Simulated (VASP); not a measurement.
# Nb: single point with r2SCAN

Nb:

```
Nb
1.0
    -1.62207    1.62207    1.62207
     1.62207   -1.62207    1.62207
     1.62207    1.62207   -1.62207
Nb
1
Direct
  0.00000 0.00000 0.00000
```

```yaml
Program: VASP 6.6.1
Task: single point
Functional: r2SCAN
Potentials_or_basis: VASP PAW PBE potentials, release 64 (Nb_sv)
Cutoff: 520 eV
k_mesh: 14 × 14 × 14
Occupations: fermi-dirac, width 0.1069 eV
Spin: no spin polarisation
```

```
Pressure : 10.7 GPa
```

Levels at points of the mesh, in eV from the Fermi level:
| k point | band 4 | band 5 | band 6 | band 7 | band 8 | band 9 |
| --- | --- | --- | --- | --- | --- | --- |
| (0.00, 0.00, 0.00) | -30.53 | -6.40 | 0.39 | 0.39 | 0.39 | 3.69 |
| (0.50, 0.00, 0.00) | -30.55 | -4.18 | -1.92 | 2.52 | 3.75 | 4.52 |
| (0.50, 0.50, 0.50) | -31.68 | -4.27 | -4.27 | 6.21 | 6.21 | 6.21 |

Wall time 48 s on 1 thread of AMD EPYC 9R45 96-Core Processor (Zen 5), with other jobs on the host, peak memory 0.12 GiB.

Caveat: the PAW data sets were made with another functional, which shifts forces and pressure a little.
